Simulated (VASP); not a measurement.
# HfTi (P-6m2) in VASP: notebook

The runs below take HfTi through single point, with LDA.

All numbers are computed with VASP 6.6.1; they aren't measurements. Logs are shortened: lines on timing, memory, paths and dates and some standing lists are left out, and cuts for length are marked.

## Step 1: The cell of the first run

The structure is hexagonal, space group P-6m2 (No. 187). The conventional cell has a = 3.102 Å, b = 3.102 Å, c = 4.829 Å, α = 90.00°, β = 90.00°, γ = 120.00°. Within 4.0 Å of Hf (site symmetry -6m2) lie 6 Ti at 3.01 Å and 6 Hf at 3.10 Å. Within 4.0 Å of Ti (site symmetry -6m2) lie 6 Hf at 3.01 Å and 6 Ti at 3.10 Å.

## Step 2: Single point, LDA (strain +0.0050 x Voigt [1, 1, 0, 0, 0, 0])

File INCAR:

```
SYSTEM = HfTi
PREC = Accurate
ENCUT = 520
EDIFF = 1E-7
ISMEAR = 0
SIGMA = 0.15
LREAL = .FALSE.
LASPH = .TRUE.
NELM = 80
ALGO = Fast
ISIF = 2
LWAVE = .FALSE.
LCHARG = .FALSE.
GGA = CA
NBANDS = 18
```

File KPOINTS:

```
regular mesh
0
G
  18 18 10
  0 0 0
```

File POSCAR:

```
HfTi
1.0
    3.1015790403      0.0000000000      0.0000000000
   -1.5507895201      2.6860462407      0.0000000000
    0.0000000000      0.0000000000      4.8292593400
Hf Ti
1 1
Direct
    0.6666666667      0.3333333333      0.5000000000
    0.3333333333      0.6666666667      0.0000000000
```

Potentials or basis: VASP PAW LDA potentials, release 64 (Hf_pv, Ti_sv).

The run is started by

```console
$ cat potpaw_LDA.64/Hf_pv/POTCAR potpaw_LDA.64/Ti_sv/POTCAR > POTCAR
$ mpirun -np 1 vasp_std > vasp.out
```

OUTCAR:

```text
SYSTEM = HfTi
   PREC = Accurate
   ENCUT = 520
   EDIFF = 1E-7
   ISMEAR = 0
   LREAL = .FALSE.
   LASPH = .TRUE.
   NELM = 80
   ISIF = 2
   GGA = CA

 ion  position               nearest neighbor table
   1  0.667  0.333  0.500-   2 3.01   2 3.01   2 3.01   2 3.01   2 3.01   2 3.01
   2  0.333  0.667  0.000-   1 3.01   1 3.01   1 3.01   1 3.01   1 3.01   1 3.01

  LATTYP: Found a hexagonal cell.
 ALAT       =     3.1015790403
 C/A-ratio  =     1.5570324913

  Lattice vectors:

 A1 = (   3.1015790403,   0.0000000000,   0.0000000000)
 A2 = (  -1.5507895201,   2.6860462407,   0.0000000000)
 A3 = (   0.0000000000,   0.0000000000,   4.8292593400)

Analysis of symmetry for initial positions (statically):
=====================================================================
 Subroutine PRICEL returns:
 Original cell was already a primitive cell.

 Routine SETGRP: Setting up the symmetry group for a
 hexagonal supercell.

 Subroutine GETGRP returns: Found 12 space group operations
 (whereof 12 operations were pure point group operations)
 out of a pool of 24 trial point group operations.

The static configuration has the point symmetry D_3h.

Analysis of symmetry for dynamics (positions and initial velocities):
=====================================================================
 Subroutine PRICEL returns:
 Original cell was already a primitive cell.

 Routine SETGRP: Setting up the symmetry group for a
 hexagonal supercell.

 Subroutine GETGRP returns: Found 12 space group operations
 (whereof 12 operations were pure point group operations)
 out of a pool of 24 trial point group operations.

The dynamic configuration has the point symmetry D_3h.

 Subroutine INISYM returns: Found 12 space group operations
 (whereof 12 operations are pure point group operations),
 and found     1 'primitive' translations

----------------------------------------------------------------------------------------

                                     Primitive cell

  volume of cell :      40.2325

  direct lattice vectors                    reciprocal lattice vectors
     3.101579040  0.000000000  0.000000000     0.322416417  0.186147205  0.000000000
    -1.550789520  2.686046241  0.000000000     0.000000000  0.372294410  0.000000000
     0.000000000  0.000000000  4.829259340     0.000000000  0.000000000  0.207071091

  length of vectors
     3.101579040  3.101579040  4.829259340     0.372294410  0.372294410  0.207071091

  position of ions in fractional coordinates (direct lattice)
     0.666666667  0.333333333  0.500000000
     0.333333333  0.666666667  0.000000000

  ion indices of the primitive-cell ions
   primitive index   ion index
                 1           1
                 2           2

----------------------------------------------------------------------------------------

 KPOINTS: regular mesh

Automatic generation of k-mesh.
 Grid dimensions read from file:
 generate k-points for:   18   18   10

 Generating k-lattice:

  Cartesian coordinates                     Fractional coordinates (reciprocal lattice)
     0.017912023  0.010341511  0.000000000     0.055555556  0.000000000  0.000000000
     0.000000000  0.020683023  0.000000000     0.000000000  0.055555556  0.000000000
     0.000000000  0.000000000  0.020707109     0.000000000  0.000000000  0.100000000

  Length of vectors
     0.020683023  0.020683023  0.020707109

  Shift w.r.t. Gamma in fractional coordinates (k-lattice)
     0.000000000  0.000000000  0.000000000

 Subroutine IBZKPT returns following result:
 ===========================================

 Found    222 irreducible k-points:

 Following reciprocal coordinates:
            Coordinates               Weight
  0.000000  0.000000  0.000000      1.000000
  0.055556  0.000000  0.000000      6.000000
  0.111111  0.000000  0.000000      6.000000
  0.166667  0.000000  0.000000      6.000000
  0.222222  0.000000  0.000000      6.000000
  0.277778  0.000000  0.000000      6.000000
[... 16 lines left out ...]
  0.333333  0.111111  0.000000     12.000000
  0.388889  0.111111  0.000000     12.000000
 [... further k-points ...]
   k-points           NKPTS =    222   k-points in BZ     NKDIM =    222   number of bands    NBANDS=     18
   number of dos      NEDOS =    301   number of ions     NIONS =      2
   total plane-waves  NPLWV =  20736
   dimension x,y,z NGX =    24 NGY =   24 NGZ =   36
   dimension x,y,z NGXF=    48 NGYF=   48 NGZF=   72
   ions per type =               1   1
   NGX,Y,Z   is equivalent  to a cutoff of  12.86, 12.86, 12.39 a.u.
   NGXF,Y,Z  is equivalent  to a cutoff of  25.73, 25.73, 24.79 a.u.
 SYSTEM =  HfTi
   PREC   = accura    normal or accurate (medium, high low for compatibility)
   ISTART =      0    job   : 0-new  1-cont  2-samecut
   ICHARG =      2    charge: 1-file 2-atom 10-const
   ISPIN  =      1    spin polarized calculation?
   LNONCOLLINEAR =      F non collinear calculations
   LSORBIT =      F    spin-orbit coupling
   LASPH  =      T    aspherical Exc in radial PAW
   ENCUT  =  520.0 eV  38.22 Ry    6.18 a.u.   5.77  5.77  8.98*2*pi/ulx,y,z
   NELM   =     80;   NELMIN=  2; NELMDL= -5     # of ELM steps
   EDIFF  = 0.1E-06   stopping-criterion for ELM
   LREAL  =      F    real-space projection
   EDIFFG = 0.1E-05   stopping-criterion for IOM
   NSW    =      0    number of steps for IOM
   IBRION =     -1    ionic relax: 0-MD 1-quasi-New 2-CG
   NFREE  =      0    steps in history (QN), initial steepest desc. (CG)
   ISIF   =      2    stress and relaxation
   ISYM   =      2    0-nonsym 1-usesym 2-fastsym
   POTIM  = 0.5000    time-step for ionic-motion
   TEBEG  =    0.0;   TEEND  =   0.0 temperature during run
   PSTRESS=    0.0 pullay stress
   NELECT =      22.0000    total number of electrons
   NUPDOWN=      -1.0000    fix difference up-down
   EMIN   =  10.00;   EMAX   =-10.00  energy-range for DOS
   EFERMI =   0.00;   METHOD = LEGACY
   ISMEAR =     0;   SIGMA  =   0.15  broadening in eV -4-tet -1-fermi 0-gaus
   EFERMI_NEDOS =   21; number of points for ismear=-14 and -15
   IALGO  =     68    algorithm
   IMIX   =      4    mixing-type and parameters
     AMIX     =   0.40;   BMIX     =  1.00
     AMIX_MAG =   1.60;   BMIX_MAG =  1.00
  volume/ion in A,a.u.               =      20.12       135.75
  Fermi-wavevector in a.u.,A,eV,Ry     =   1.338721  2.529816 24.384009  1.792174
  Thomas-Fermi vector in A             =   2.467169
   LORBIT       =      0    0 simple, 1 ext, 2 COOP (PROOUT), +10 PAW based schemes
   GGA     = CA    functional components
   LHFCALC =     F    Hartree Fock is set to
   AEXX    =    0.0000 exact exchange contribution
   IVDW    =     0    specifies the selected vdW correction
   LEPSILON=     F    determine dielectric tensor
   LRPA    =     F    only Hartree local field effects (RPA)
 non-spin polarized calculation
 RMM-DIIS sequential band-by-band and
 Gauss-broadening in eV      SIGMA  =   0.15
  energy-cutoff  :      520.00
  volume of cell :       40.23
 maximum number of plane-waves:      1098
 NGX is ok and might be reduce to    24
   NGX = 11   NGY = 11   NGZ = 17

 number of electron      22.0000001 magnetization

 Free energy of the ion-electron system (eV)
  ---------------------------------------------------
  ext. energy  EPLUGINS =         0.00000000
  ---------------------------------------------------
  free energy    TOTEN  =       -19.06333200 eV

  energy without entropy =      -19.04093088  energy(sigma->0) =      -19.05213144

 E-fermi :   6.0996     XC(G=0): -11.5434

 val. band max:        6.0985600397   @ k =   0.1667   0.0000   0.2000
 cond. band min:       6.1002102171   @ k =   0.0556   0.0556   0.5000
 fundamental gap:      0.0016501774
 Fermi energy:         6.0995622171

 k-point     1 :       0.0000    0.0000    0.0000
  band No.  band energies     occupation
      1     -50.1691      2.00000
      2     -26.9087      2.00000
      3     -26.6140      2.00000
      4     -26.6140      2.00000
      5     -24.1655      2.00000
      6     -23.7461      2.00000
[... 10 lines left out ...]
     17       7.8691      0.00000
     18      10.8901      0.00000

 k-point     2 :       0.0556    0.0000    0.0000
  band No.  band energies     occupation
      1     -50.1680      2.00000
      2     -26.9061      2.00000
      3     -26.6226      2.00000
      4     -26.6161      2.00000
      5     -24.1638      2.00000
      6     -23.7706      2.00000
[... 10 lines left out ...]
     17       7.9578      0.00000
     18      10.9135      0.00000

 k-point     3 :       0.1111    0.0000    0.0000
  band No.  band energies     occupation
      1     -50.1646      2.00000
      2     -26.8987      2.00000
      3     -26.6475      2.00000
      4     -26.6221      2.00000
      5     -24.1589      2.00000
      6     -23.8406      2.00000
[... 10 lines left out ...]
     17       8.2240      0.00000
     18      10.9349      0.00000

 k-point     4 :       0.1667    0.0000    0.0000
  band No.  band energies     occupation
      1     -50.1595      2.00000
      2     -26.8874      2.00000
      3     -26.6854      2.00000
      4     -26.6312      2.00000
      5     -24.1513      2.00000
      6     -23.9463      2.00000
[... 10 lines left out ...]
     17       8.6652      0.00000
     18      10.9757      0.00000

 k-point     5 :       0.2222    0.0000    0.0000
  band No.  band energies     occupation
      1     -50.1532      2.00000
      2     -26.8735      2.00000
      3     -26.7317      2.00000
      4     -26.6425      2.00000
      5     -24.1420      2.00000
      6     -24.0735      2.00000
[... 10 lines left out ...]
     17       9.2712      0.00000
     18      11.0144      0.00000

 k-point     6 :       0.2778    0.0000    0.0000
  band No.  band energies     occupation
      1     -50.1465      2.00000
      2     -26.8587      2.00000
      3     -26.7808      2.00000
      4     -26.6544      2.00000
      5     -24.2059      2.00000
      6     -24.1319      2.00000
[... 10 lines left out ...]
     17      10.0193      0.00000
     18      11.0446      0.00000

 k-point     7 :       0.3333    0.0000    0.0000
  band No.  band energies     occupation
      1     -50.1402      2.00000
      2     -26.8448      2.00000
      3     -26.8266      2.00000
      4     -26.6656      2.00000
      5     -24.3277      2.00000
      6     -24.1224      2.00000
[... 10 lines left out ...]
     17      10.8691      0.00000
     18      11.0646      0.00000

 k-point     8 :       0.3889    0.0000    0.0000
  band No.  band energies     occupation
      1     -50.1351      2.00000
      2     -26.8638      2.00000
      3     -26.8335      2.00000
      4     -26.6747      2.00000
      5     -24.4253      2.00000
      6     -24.1146      2.00000
[... 10 lines left out ...]
     17      11.0761      0.00000
     18      11.7479      0.00000
[... 229 lines left out ...]
     17       9.0087      0.00000
     18      10.9153      0.00000

 k-point    20 :       0.1667    0.1111    0.0000
  band No.  band energies     occupation
      1     -50.1508      2.00000
      2     -26.8681      2.00000
      3     -26.7435      2.00000
      4     -26.6532      2.00000
      5     -24.1383      2.00000
      6     -24.1052      2.00000
[... 10 lines left out ...]
     17       9.6703      0.00000
     18      10.8818      0.00000

 k-point    21 :       0.2222    0.1111    0.0000
  band No.  band energies     occupation
      1     -50.1445      2.00000
      2     -26.8542      2.00000
      3     -26.7859      2.00000
      4     -26.6681      2.00000
      5     -24.2191      2.00000
      6     -24.1288      2.00000
[... 10 lines left out ...]
     17      10.4495      0.00000
     18      10.8470      0.00000

 k-point    22 :       0.2778    0.1111    0.0000
  band No.  band energies     occupation
      1     -50.1386      2.00000
      2     -26.8412      2.00000
      3     -26.8255      2.00000
      4     -26.6822      2.00000
      5     -24.3239      2.00000
      6     -24.1198      2.00000
[... 10 lines left out ...]
     17      10.8156      0.00000
     18      11.2537      0.00000

 k-point    23 :       0.3333    0.1111    0.0000
  band No.  band energies     occupation
      1     -50.1337      2.00000
      2     -26.8576      2.00000
      3     -26.8306      2.00000
      4     -26.6937      2.00000
      5     -24.4081      2.00000
      6     -24.1124      2.00000
[... 10 lines left out ...]
     17      10.7905      0.00000
     18      11.9040      0.00000

 k-point    24 :       0.3889    0.1111    0.0000
  band No.  band energies     occupation
      1     -50.1306      2.00000
      2     -26.8785      2.00000
      3     -26.8237      2.00000
      4     -26.7012      2.00000
      5     -24.4623      2.00000
      6     -24.1075      2.00000
[... 10 lines left out ...]
     17      10.7742      0.00000
     18      12.2650      0.00000

 [... further k-points ...]
[... 5 lines left out ...]
  --------------------------------------------------------------------------------------
  -------------------------------------------------------------------------------------
  Total       -2.0865335     -2.0865335     -2.0687919     -0.0000000      0.0000000      0.0000000
  in kB      -83.0919762    -83.0919762    -82.3854497     -0.0000000      0.0000000      0.0000000
  external PRESSURE =     -82.8564674 kB  Pullay stress =       0.0000000 kB

 VOLUME and BASIS-vectors are now :
 -----------------------------------------------------------------------------
  energy-cutoff  :      520.00
  volume of cell :       40.23
      direct lattice vectors                 reciprocal lattice vectors
     3.101579040  0.000000000  0.000000000     0.322416417  0.186147205  0.000000000
    -1.550789520  2.686046241  0.000000000     0.000000000  0.372294410  0.000000000
     0.000000000  0.000000000  4.829259340     0.000000000  0.000000000  0.207071091

 POSITION                                       TOTAL-FORCE (eV/Angst)
 -----------------------------------------------------------------------------------
      1.55079      0.89535      2.41463         0.000000     -0.000000      0.000000
     -0.00000      1.79070      0.00000        -0.000000      0.000000      0.000000
 -----------------------------------------------------------------------------------
    total drift:                                0.000000     -0.000000     -0.000000

  FREE ENERGIE OF THE ION-ELECTRON SYSTEM (eV)
  ---------------------------------------------------
  free  energy   TOTEN  =       -19.0633319953 eV

  energy  without entropy=      -19.0409308840  energy(sigma->0) =      -19.05213144
```

Wall time 5.5 min (1 thread of Intel Xeon Platinum 8259CL at 2.50GHz (Skylake/Cascade Lake), shared host); peak memory 0.27 GiB.

Results:

```
Free energy            : -19.0633 eV
Pressure               : -8.3 GPa
Band gap on the k mesh : zero (band 11 reaches 6.89 eV, above the bottom of band 12 at 5.77 eV)
```

Caveat: the cell differs from its parent crystal (strain +0.0050 x Voigt [1, 1, 0, 0, 0, 0]); spin-orbit coupling is left out, which moves the levels of the heavy elements.

## Step 3: Single point, LDA (strain +0.0150 x Voigt [1, 1, 0, 0, 0, 0])

File INCAR:

```
SYSTEM = HfTi
ALGO = Fast
EDIFF = 1E-6
ENCUT = 520
GGA = CA
ISIF = 2
ISMEAR = 0
LASPH = .TRUE.
LCHARG = .FALSE.
LREAL = .FALSE.
LWAVE = .FALSE.
NBANDS = 18
NELM = 100
PREC = Accurate
SIGMA = 0.15
```

File KPOINTS:

```
k-points
0
G
  18 18 10
  0 0 0
```

File POSCAR:

```
HfTi
1.0
    3.1324405233      0.0000000000      0.0000000000
   -1.5662202616      2.7127730690      0.0000000000
    0.0000000000      0.0000000000      4.8292593400
Hf Ti
1 1
Direct
    0.6666666667      0.3333333333      0.5000000000
    0.3333333333      0.6666666667      0.0000000000
```

Potentials or basis: VASP PAW LDA potentials, release 64 (Hf_pv, Ti_sv).

The run is started by

```console
$ cat potpaw_LDA.64/Hf_pv/POTCAR potpaw_LDA.64/Ti_sv/POTCAR > POTCAR
$ mpirun -np 1 vasp_std > vasp.out
```

OUTCAR:

```text
SYSTEM = HfTi
   EDIFF = 1E-6
   ENCUT = 520
   GGA = CA
   ISIF = 2
   ISMEAR = 0
   LASPH = .TRUE.
   LREAL = .FALSE.
   NELM = 100
   PREC = Accurate

 ion  position               nearest neighbor table
   1  0.667  0.333  0.500-   2 3.02   2 3.02   2 3.02   2 3.02   2 3.02   2 3.02
   2  0.333  0.667  0.000-   1 3.02   1 3.02   1 3.02   1 3.02   1 3.02   1 3.02

  LATTYP: Found a hexagonal cell.
 ALAT       =     3.1324405233
 C/A-ratio  =     1.5416922697

  Lattice vectors:

 A1 = (   3.1324405233,   0.0000000000,   0.0000000000)
 A2 = (  -1.5662202616,   2.7127730690,   0.0000000000)
[... 192 lines left out ...]
      6     -23.9947      2.00000
[... 481 lines left out ...]
      5     -24.6450      2.00000
      6     -24.3351      2.00000
[... 10 lines left out ...]
     17      10.5369      0.00000
     18      11.9292      0.00000

 [... further k-points ...]
[... 5 lines left out ...]
  --------------------------------------------------------------------------------------
  -------------------------------------------------------------------------------------
  Total       -2.6369133     -2.6369133     -2.3948898     -0.0000000      0.0000000     -0.0000000
  in kB     -102.9507705   -102.9507705    -93.5016538     -0.0000000      0.0000000     -0.0000000
  external PRESSURE =     -99.8010650 kB  Pullay stress =       0.0000000 kB

 VOLUME and BASIS-vectors are now :
 -----------------------------------------------------------------------------
  energy-cutoff  :      520.00
  volume of cell :       41.04
      direct lattice vectors                 reciprocal lattice vectors
     3.132440523  0.000000000  0.000000000     0.319239900  0.184313242  0.000000000
    -1.566220262  2.712773069  0.000000000     0.000000000  0.368626485  0.000000000
     0.000000000  0.000000000  4.829259340     0.000000000  0.000000000  0.207071091

 POSITION                                       TOTAL-FORCE (eV/Angst)
 -----------------------------------------------------------------------------------
      1.56622      0.90426      2.41463         0.000000     -0.000000      0.000000
     -0.00000      1.80852      0.00000        -0.000000      0.000000      0.000000
 -----------------------------------------------------------------------------------
    total drift:                                0.000000     -0.000000     -0.000000

  FREE ENERGIE OF THE ION-ELECTRON SYSTEM (eV)
  ---------------------------------------------------
  free  energy   TOTEN  =       -19.0167408239 eV

  energy  without entropy=      -18.9940327589  energy(sigma->0) =      -19.00538679
```

OSZICAR:

```text
N       E                     dE             d eps       ncg     rms          rms(c)
DAV:   1     0.169004709437E+03    0.16900E+03   -0.12164E+04  7992   0.134E+03
DAV:   2    -0.519442796612E+01   -0.17420E+03   -0.17074E+03  8360   0.369E+02
DAV:   3    -0.202898980813E+02   -0.15095E+02   -0.14891E+02 13838   0.837E+01
[... 22 lines left out ...]
RMM:  26    -0.190167354567E+02   -0.29957E-05   -0.32978E-05  8768   0.186E-02    0.650E-03
RMM:  27    -0.190167373613E+02   -0.19047E-05   -0.21157E-05  8063   0.154E-02    0.459E-03
RMM:  28    -0.190167389424E+02   -0.15811E-05   -0.17390E-05  7505   0.130E-02    0.369E-03
RMM:  29    -0.190167399717E+02   -0.10292E-05   -0.11600E-05  7030   0.113E-02    0.263E-03
RMM:  30    -0.190167408239E+02   -0.85222E-06   -0.95441E-06  6992   0.998E-03
   1 F= -.19016741E+02 E0= -.19005387E+02  d E =-.227081E-01
```

Run time: 4.6 min. Hardware: 1 thread of Intel Xeon Platinum 8259CL at 2.50GHz (Skylake/Cascade Lake), shared host; peak memory 0.28 GiB.

What came out:

```
Free energy            : -19.0167 eV
Pressure               : -10.0 GPa
Band gap on the k mesh : zero (band 11 reaches 6.70 eV, above the bottom of band 12 at 5.60 eV)
```

Levels at points of the mesh, in eV from the Fermi level:
| k point | band 8 | band 9 | band 10 | band 11 | band 12 | band 13 | band 14 | band 15 |
| --- | --- | --- | --- | --- | --- | --- | --- | --- |
| (0.00, 0.00, 0.00) | -6.73 | -3.02 | 0.71 | 0.71 | 1.00 | 1.16 | 1.43 | 1.43 |
| (0.50, 0.00, 0.00) | -3.10 | -2.10 | -1.93 | -0.71 | 0.36 | 0.77 | 1.40 | 2.73 |
| (0.00, 0.00, 0.50) | -5.41 | -3.99 | 0.11 | 0.36 | 0.55 | 0.55 | 0.72 | 0.72 |
| (0.50, 0.00, 0.50) | -3.06 | -2.79 | -0.84 | -0.70 | 0.96 | 1.28 | 1.60 | 2.55 |

Caveat: the cell differs from its parent crystal (strain +0.0150 x Voigt [1, 1, 0, 0, 0, 0]); spin-orbit coupling is left out, which moves the levels of the heavy elements.
